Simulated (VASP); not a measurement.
Set up this calculation in VASP 6.6.1, as the native input.

| Item | Value |
| --- | --- |
| Task | single point |
| Functional | PBE |
| Potentials or basis | VASP PAW PBE potentials, release 64 (Mo_sv, S) |
| Cutoff | 520 eV |
| k mesh | 12 × 12 × 6 |
| Occupations | gaussian, width 0.05 eV |
| Spin | collinear spin |
| Starting moments | [0.05, 0.0, 0.0] μB |
| Dipole correction | no |
| Further INCAR settings | ALGO = Normal; EDIFF = 1e-06; NBANDS = 24 |

The structure of MoS2 lies in POSCAR:

```
MoS2
1.0
    3.1883414390      0.0000000000      0.0000000000
   -1.5941707195      2.7611846821      0.0000000000
    0.0000000000      0.0000000000      6.4195796740
Mo S
1 2
Direct
    0.0000000000      0.0000000000      0.0000000000
    0.3333333333      0.6666666667      0.2467269754
    0.6666666667      0.3333333333      0.7532730246
```

These files were run (other wordings do the same):

INCAR

```
  PREC = Accurate
  ENCUT = 520
  EDIFF = 1E-6
  ISMEAR = 0
  SIGMA = 0.05
  LREAL = F
  LASPH = T
  NELM = 150
  ALGO = Normal
  ISIF = 2
  LWAVE = F
  LCHARG = F
  ISPIN = 2
  MAGMOM = 0.05 0 0
  LORBIT = 11
  LMAXMIX = 4
  GGA = PE
  NBANDS = 24
```

KPOINTS

```
Automatic mesh
0
Gamma
  12 12 6
```

Potentials or basis: VASP PAW PBE potentials, release 64 (Mo_sv, S).

Command:

```console
$ cat potpaw_PBE.64/Mo_sv/POTCAR potpaw_PBE.64/S/POTCAR > POTCAR
$ mpirun -np 1 vasp_std > vasp.out
```

Results of the run:

```json
{
  "Pressure": "0.5 GPa",
  "Largest force": "0.012 eV/Å",
  "Band gap on the k mesh": "zero (filled and empty bands overlap)",
  "Net moment": "0.00 μB per cell",
  "Valence electrons inside the program's atomic spheres": "Mo 12.38; S 3.68"
}
```

Caveat: this functional lacks dispersion, which binds layers or chains, so the pressure and a relaxed spacing across them are unreliable.

Run time: 4.6 min on 1 thread of AMD EPYC 7R43 64-Core Processor (Zen 3) (shared host), peak memory 0.28 GiB.
